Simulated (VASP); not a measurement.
# Y: single point with PBEsol

Crystal: Y.

```xyz
1
Lattice="0.0000 2.4076 2.4076 2.4076 0.0000 2.4076 2.4076 2.4076 0.0000" Properties=species:S:1:pos:R:3 pbc="T T T"
Y     0.0000    0.0000    0.0000
```

This isn't the form of Y at room conditions, which is hcp.

```yaml
Program: VASP 6.6.1
Task: single point
Functional: PBEsol
Potentials_or_basis: VASP PAW PBE potentials, release 64 (Y_sv)
Cutoff: 500 eV
k_mesh: 8 × 8 × 8
Occupations: fermi-dirac, width 0.1 eV
Spin: no spin polarisation
Dipole_correction: no
Further_INCAR_settings: ALGO = Normal; EDIFF = 1e-06; NBANDS = 12
```

```json
{
 "Pressure": "4.8 GPa",
 "Band gap on the k mesh": "zero (an odd number of electrons rules out a gap without spin polarisation)"
}
```

Levels at points of the mesh, in eV from the Fermi level:
| k point | band 1 | band 2 | band 3 | band 4 | band 5 | band 6 | band 7 | band 8 | band 9 | band 10 |
| --- | --- | --- | --- | --- | --- | --- | --- | --- | --- | --- |
| (0.00, 0.00, 0.00) | -42.22 | -21.79 | -21.79 | -21.79 | -4.95 | 1.95 | 1.95 | 1.95 | 4.38 | 4.38 |
| (0.50, 0.00, 0.00) | -42.10 | -22.73 | -21.91 | -21.91 | -2.17 | 1.19 | 1.74 | 1.74 | 6.16 | 6.16 |
| (0.50, 0.50, 0.00) | -42.06 | -22.66 | -22.12 | -22.12 | -2.11 | -1.17 | 2.89 | 6.18 | 6.69 | 6.69 |

It took 12 s on 1 thread of Intel(R) Xeon(R) Platinum 8259CL CPU @ 2.50GHz (Skylake/Cascade Lake), on a shared host, peak memory 0.17 GiB.

Caveat: the cell stands under pressure; the PAW data sets were made with another functional, which shifts forces and pressure a little.
